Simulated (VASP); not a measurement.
# RbCd2 (Fd-3m) in VASP: notebook

The runs below take RbCd2 through single point, relaxation of cell and atoms, with PBE.

Program: VASP 6.6.1. These are calculated values, not measurements. Logs are shortened: lines on timing, memory, paths and dates and some standing lists are left out, and cuts for length are marked.

## 1. The cell of the first run

It takes space group Fd-3m (No. 227, cubic). Conventional cell: a = 9.362 Å, b = 9.362 Å, c = 9.362 Å, α = 90.00°, β = 90.00°, γ = 90.00°. Rb (site symmetry -43m) has 12 Cd at 3.88 Å and 4 Rb at 4.05 Å within 5.1 Å. Within 4.4 Å of Cd (site symmetry -3m) lie 6 Cd at 3.31 Å and 6 Rb at 3.88 Å.

## 2. Single point, PBE

File INCAR:

```
PREC = Accurate ; ENCUT = 520
EDIFF = 1E-6 ; ISMEAR = 0
SIGMA = 0.1 ; LREAL = F
LASPH = T ; NELM = 80
ALGO = Fast ; ISIF = 2
LWAVE = F ; LCHARG = T
GGA = PE ; LELF = T
LVHAR = T ; NBANDS = 42
```

File KPOINTS:

```
regular mesh
0
Gamma
  8 8 8
```

File POSCAR:

```
RbCd2
1.0
    0.0000000000      4.6812119086      4.6812119086
    4.6812119086      0.0000000000      4.6812119086
    4.6812119086      4.6812119086      0.0000000000
Rb Cd
2 4
Direct
    0.0000000000      0.0000000000      0.0000000000
    0.2500000000      0.2500000000      0.2500000000
    0.6250000000      0.6250000000      0.6250000000
    0.1250000000      0.6250000000      0.6250000000
    0.6250000000      0.6250000000      0.1250000000
    0.6250000000      0.1250000000      0.6250000000
```

Potentials or basis: VASP PAW PBE potentials, release 64 (Rb_sv, Cd).

Command:

```sh
$ cat potpaw_PBE.64/Rb_sv/POTCAR potpaw_PBE.64/Cd/POTCAR > POTCAR
$ mpirun -np 1 vasp_std > vasp.out
```

OUTCAR:

```text
PREC = Accurate
   ENCUT = 520
   EDIFF = 1E-6
   ISMEAR = 0
   LREAL = F
   LASPH = T
   NELM = 80
   ISIF = 2
   GGA = PE

 ion  position               nearest neighbor table
   1  0.000  0.000  0.000-   5 3.88   6 3.88   4 3.88   5 3.88   3 3.88   4 3.88   6 3.88   3 3.88
                             3 3.88   4 3.88   5 3.88   6 3.88   2 4.05   2 4.05   2 4.05   2 4.05
   2  0.250  0.250  0.250-   3 3.88   4 3.88   6 3.88   4 3.88   5 3.88   5 3.88   6 3.88   4 3.88
                             5 3.88   3 3.88   6 3.88   3 3.88   1 4.05   1 4.05   1 4.05   1 4.05
   3  0.625  0.625  0.625-   4 3.31   5 3.31   6 3.31   5 3.31   6 3.31   4 3.31   1 3.88   2 3.88
                             1 3.88   2 3.88   1 3.88   2 3.88
   4  0.125  0.625  0.625-   3 3.31   5 3.31   6 3.31   3 3.31   5 3.31   6 3.31   2 3.88   1 3.88
                             2 3.88   1 3.88   1 3.88   2 3.88
   5  0.625  0.625  0.125-   3 3.31   3 3.31   4 3.31   6 3.31   6 3.31   4 3.31   1 3.88   2 3.88
                             1 3.88   2 3.88   1 3.88   2 3.88
   6  0.625  0.125  0.625-   3 3.31   5 3.31   3 3.31   4 3.31   5 3.31   4 3.31   1 3.88   2 3.88
                             1 3.88   2 3.88   1 3.88   2 3.88

  LATTYP: Found a face centered cubic cell.
 ALAT       =     9.3624238172

  Lattice vectors:

 A1 = (   0.0000000000,   4.6812119086,   4.6812119086)
 A2 = (   4.6812119086,   0.0000000000,   4.6812119086)
 A3 = (   4.6812119086,   4.6812119086,   0.0000000000)

Analysis of symmetry for initial positions (statically):
=====================================================================
 Subroutine PRICEL returns:
 Original cell was already a primitive cell.

 Routine SETGRP: Setting up the symmetry group for a
 face centered cubic supercell.

 Subroutine GETGRP returns: Found 48 space group operations
 (whereof 24 operations were pure point group operations)
 out of a pool of 48 trial point group operations.

The static configuration has the point symmetry T_d .
 The point group associated with its full space group is O_h .

Analysis of symmetry for dynamics (positions and initial velocities):
=====================================================================
 Subroutine PRICEL returns:
 Original cell was already a primitive cell.

 Routine SETGRP: Setting up the symmetry group for a
 face centered cubic supercell.

 Subroutine GETGRP returns: Found 48 space group operations
 (whereof 24 operations were pure point group operations)
 out of a pool of 48 trial point group operations.

The dynamic configuration has the point symmetry T_d .
 The point group associated with its full space group is O_h .

 Subroutine INISYM returns: Found 48 space group operations
 (whereof 24 operations are pure point group operations),
 and found     1 'primitive' translations

[... 111 lines left out ...]
   TEBEG  =    0.0;   TEEND  =   0.0 temperature during run
   PSTRESS=    0.0 pullay stress
   NELECT =      66.0000    total number of electrons
   NUPDOWN=      -1.0000    fix difference up-down
   EMIN   =  10.00;   EMAX   =-10.00  energy-range for DOS
   EFERMI =   0.00;   METHOD = LEGACY
   ISMEAR =     0;   SIGMA  =   0.10  broadening in eV -4-tet -1-fermi 0-gaus
   EFERMI_NEDOS =   21; number of points for ismear=-14 and -15
   IALGO  =     68    algorithm
   IMIX   =      4    mixing-type and parameters
     AMIX     =   0.40;   BMIX     =  1.00
     AMIX_MAG =   1.60;   BMIX_MAG =  1.00
  volume/ion in A,a.u.               =      34.19       230.75
  Fermi-wavevector in a.u.,A,eV,Ry     =   1.121729  2.119760 17.119875  1.258275
  Thomas-Fermi vector in A             =   2.258384
   LORBIT       =      0    0 simple, 1 ext, 2 COOP (PROOUT), +10 PAW based schemes
   GGA     = PE    functional components
   LHFCALC =     F    Hartree Fock is set to
   AEXX    =    0.0000 exact exchange contribution
   IVDW    =     0    specifies the selected vdW correction
   LEPSILON=     F    determine dielectric tensor
   LRPA    =     F    only Hartree local field effects (RPA)
 non-spin polarized calculation
 RMM-DIIS sequential band-by-band and
 Gauss-broadening in eV      SIGMA  =   0.10
  energy-cutoff  :      520.00
  volume of cell :      205.17
 maximum number of plane-waves:      5577
 NGX is ok and might be reduce to    50
   NGX = 25   NGY = 25   NGZ = 25

 number of electron      66.0000023 magnetization

 Free energy of the ion-electron system (eV)
  ---------------------------------------------------
  ext. energy  EPLUGINS =         0.00000000
  ---------------------------------------------------
  free energy    TOTEN  =        -5.20367866 eV

  energy without entropy =       -5.18181475  energy(sigma->0) =       -5.19274670

 E-fermi :   1.4668     XC(G=0):  -8.6104

 val. band max:        1.4623187434   @ k =   0.1250   0.0000   0.0000
 cond. band min:       1.4717735322   @ k =   0.5000   0.2500   0.1250
 fundamental gap:      0.0094547887
 Fermi energy:         1.4667822346

 k-point     1 :       0.0000    0.0000    0.0000
  band No.  band energies     occupation
      1     -26.6001      2.00000
      2     -26.5530      2.00000
      3     -10.8355      2.00000
      4     -10.8355      2.00000
      5     -10.8355      2.00000
      6     -10.6361      2.00000
[... 1069 lines left out ...]
     41       5.7519      0.00000
     42       5.8591      0.00000

 [... further k-points ...]

------------------------ aborting loop because EDIFF is reached ----------------------------------------

  FORCE on cell =-STRESS in cart. coord.  units (eV):
  Direction    XX          YY          ZZ          XY          YZ          ZX
  --------------------------------------------------------------------------------------
  -------------------------------------------------------------------------------------
  Total        0.0787858      0.0787858      0.0787858     -0.0000000      0.0000000      0.0000000
  in kB        0.6152529      0.6152529      0.6152529     -0.0000000      0.0000000      0.0000000
  external PRESSURE =       0.6152529 kB  Pullay stress =       0.0000000 kB

 VOLUME and BASIS-vectors are now :
 -----------------------------------------------------------------------------
  energy-cutoff  :      520.00
  volume of cell :      205.17
      direct lattice vectors                 reciprocal lattice vectors
     0.000000000  4.681211909  4.681211909    -0.106809948  0.106809948  0.106809948
     4.681211909  0.000000000  4.681211909     0.106809948 -0.106809948  0.106809948
     4.681211909  4.681211909  0.000000000     0.106809948  0.106809948 -0.106809948

 POSITION                                       TOTAL-FORCE (eV/Angst)
 -----------------------------------------------------------------------------------
      0.00000      0.00000      0.00000         0.000000      0.000000      0.000000
      2.34061      2.34061      2.34061        -0.000000     -0.000000     -0.000000
      5.85151      5.85151      5.85151         0.000000      0.000000      0.000000
      5.85151      3.51091      3.51091         0.000000      0.000000      0.000000
      3.51091      3.51091      5.85151         0.000000      0.000000      0.000000
      3.51091      5.85151      3.51091         0.000000      0.000000      0.000000
 -----------------------------------------------------------------------------------
    total drift:                               -0.000000     -0.000000      0.000000

  FREE ENERGIE OF THE ION-ELECTRON SYSTEM (eV)
  ---------------------------------------------------
  free  energy   TOTEN  =        -5.2036786637 eV

  energy  without entropy=       -5.1818147452  energy(sigma->0) =       -5.19274670
```

stdout:

```text
POSCAR found type information on POSCAR RbCd
 POSCAR found :  2 types and       6 ions
 scaLAPACK will be used
 LDA part: xc-table for (Slater+PW92), standard interpolation
 POSCAR, INCAR and KPOINTS ok, starting setup
 FFT: planning ... GRIDC
 FFT: planning ... GRID_SOFT
 FFT: planning ... GRID
 WAVECAR not read
 entering main loop
WARNING in EDDRMM: call to ZHEGV failed, returncode =   8  4     37
WARNING in EDDRMM: call to ZHEGV failed, returncode =   6  3     38
```

It took 2.9 min on 1 thread of Intel Xeon 6975P-C (Granite Rapids), shared host; peak memory 0.45 GiB.

Results:

| Property | Result |
| --- | --- |
| Free energy | -5.2037 eV |
| Pressure | 0.1 GPa |
| Band gap on the k mesh | zero (bands 33 and 34 overlap by 1.33 eV) |

## 3. Relaxation of cell and atoms, PBE

This run uses another cell than the first one, of 29.84 Å³/atom.

File INCAR:

```
SYSTEM = RbCd2
ALGO = Fast ; EDIFF = 1E-6
EDIFFG = -0.01 ; ENCUT = 600
GGA = PE ; IBRION = 2
ISIF = 3 ; ISMEAR = 0
LASPH = .TRUE. ; LCHARG = .FALSE.
LREAL = .FALSE. ; LWAVE = .FALSE.
NELM = 60 ; NSW = 100
PREC = Accurate ; SIGMA = 0.1
```

File KPOINTS:

```
k-points
0
G
  8 8 8
  0 0 0
```

POSCAR, as its differences from that of step 2:

```diff
@@ -2,5 +2,5 @@
 1.0
-    0.0000000000      4.6812119086      4.6812119086
-    4.6812119086      0.0000000000      4.6812119086
-    4.6812119086      4.6812119086      0.0000000000
+    0.0000000000      4.4736351577      4.4736351577
+    4.4736351577      0.0000000000      4.4736351577
+    4.4736351577      4.4736351577      0.0000000000
 Rb Cd
```

Potentials or basis: VASP PAW PBE potentials, release 64 (Rb_sv, Cd).

Command:

```sh
$ cat potpaw_PBE.64/Rb_sv/POTCAR potpaw_PBE.64/Cd/POTCAR > POTCAR
$ mpirun -np 1 vasp_std > vasp.out
```

OUTCAR:

```text
SYSTEM = RbCd2
   EDIFF = 1E-6
   EDIFFG = -0.01
   ENCUT = 600
   GGA = PE
   IBRION = 2
   ISIF = 3
   ISMEAR = 0
   LASPH = .TRUE.
   LREAL = .FALSE.
   NELM = 60
   NSW = 100
   PREC = Accurate

 ion  position               nearest neighbor table
   1  0.000  0.000  0.000-   3 3.71   3 3.71   3 3.71   4 3.71   5 3.71   6 3.71   6 3.71   4 3.71
                             6 3.71   5 3.71   4 3.71   5 3.71   2 3.87   2 3.87   2 3.87   2 3.87
   2  0.250  0.250  0.250-   4 3.71   5 3.71   6 3.71   3 3.71   3 3.71   3 3.71   4 3.71   4 3.71
                             5 3.71   6 3.71   5 3.71   6 3.71   1 3.87   1 3.87   1 3.87   1 3.87
   3  0.625  0.625  0.625-   4 3.16   5 3.16   6 3.16   5 3.16   6 3.16   4 3.16   1 3.71   2 3.71
                             1 3.71   2 3.71   1 3.71   2 3.71
   4  0.125  0.625  0.625-   3 3.16   5 3.16   6 3.16   3 3.16   5 3.16   6 3.16   1 3.71   2 3.71
                             2 3.71   1 3.71   2 3.71   1 3.71
   5  0.625  0.625  0.125-   3 3.16   3 3.16   4 3.16   6 3.16   6 3.16   4 3.16   1 3.71   2 3.71
[... 331 lines left out ...]

 val. band max:        1.4441138090   @ k =   0.1250   0.0000   0.0000
 cond. band min:       1.4509426263   @ k =   0.5000   0.2500   0.1250
 fundamental gap:      0.0068288173
 Fermi energy:         1.4466169832

 k-point     1 :       0.0000    0.0000    0.0000
  band No.  band energies     occupation
      1     -26.6262      2.00000
      2     -26.5801      2.00000
      3     -10.8589      2.00000
      4     -10.8589      2.00000
      5     -10.8589      2.00000
      6     -10.6626      2.00000
[... 997 lines left out ...]
     38       4.2329      0.00000
     39       4.7172      0.00000

 [... further k-points ...]

------------------------ aborting loop because EDIFF is reached ----------------------------------------

  FORCE on cell =-STRESS in cart. coord.  units (eV):
  Direction    XX          YY          ZZ          XY          YZ          ZX
  --------------------------------------------------------------------------------------
  -------------------------------------------------------------------------------------
  Total       -0.0286658     -0.0286658     -0.0286658     -0.0000000     -0.0000000     -0.0000000
  in kB       -0.2227132     -0.2227132     -0.2227132     -0.0000000     -0.0000000     -0.0000000
  external PRESSURE =      -0.2227132 kB  Pullay stress =       0.0000000 kB
[... 21 lines left out ...]
  FREE ENERGIE OF THE ION-ELECTRON SYSTEM (eV)
  ---------------------------------------------------
  free  energy   TOTEN  =        -5.1959562706 eV

  energy  without entropy=       -5.1740517809  energy(sigma->0) =       -5.18500403

 reached required accuracy - stopping structural energy minimisation
```

Run time: 13 min. Hardware: 1 thread of Intel Xeon 6975P-C (Granite Rapids), shared host; peak memory 0.54 GiB.

What came out:

| Quantity | Value |
| --- | --- |
| Free energy | -5.1960 eV |
| Relaxed volume | 34.37 Å³/atom |
| Relaxed cell | a = 6.632 Å, b = 6.632 Å, c = 6.632 Å, α = 60.00°, β = 60.00°, γ = 60.00° |
| Space group after relaxing (to 0.1 Å) | Fd-3m (No. 227) |
| Energy gained by relaxing | 36.0 meV/atom |
| Ionic steps | 4 |
| Pressure after relaxing | 0.0 GPa |
| Band gap on the k mesh | zero (bands 33 and 34 overlap by 1.32 eV) |

The path:
```tsv
step	energy change (eV)	largest force (eV/Å)	pressure (GPa)	volume (Å³)
1	0.0000	0.0000	2.99	179.07
2	-0.1795	0.0000	1.04	193.87
3	-0.2134	0.0000	-0.23	209.24
4	-0.2159	0.0000	-0.02	206.22
```

Final structure:
```
CELL_PARAMETERS angstrom
0.00000 4.68921 4.68921
4.68921 0.00000 4.68921
4.68921 4.68921 0.00000
ATOMIC_POSITIONS crystal
Rb 0.00000 0.00000 0.00000
Rb 0.25000 0.25000 0.25000
Cd 0.62500 0.62500 0.62500
Cd 0.12500 0.62500 0.62500
Cd 0.62500 0.62500 0.12500
Cd 0.62500 0.12500 0.62500
```

Caveat: the volume moved by over 15 % at a fixed basis, so the end points are rough.
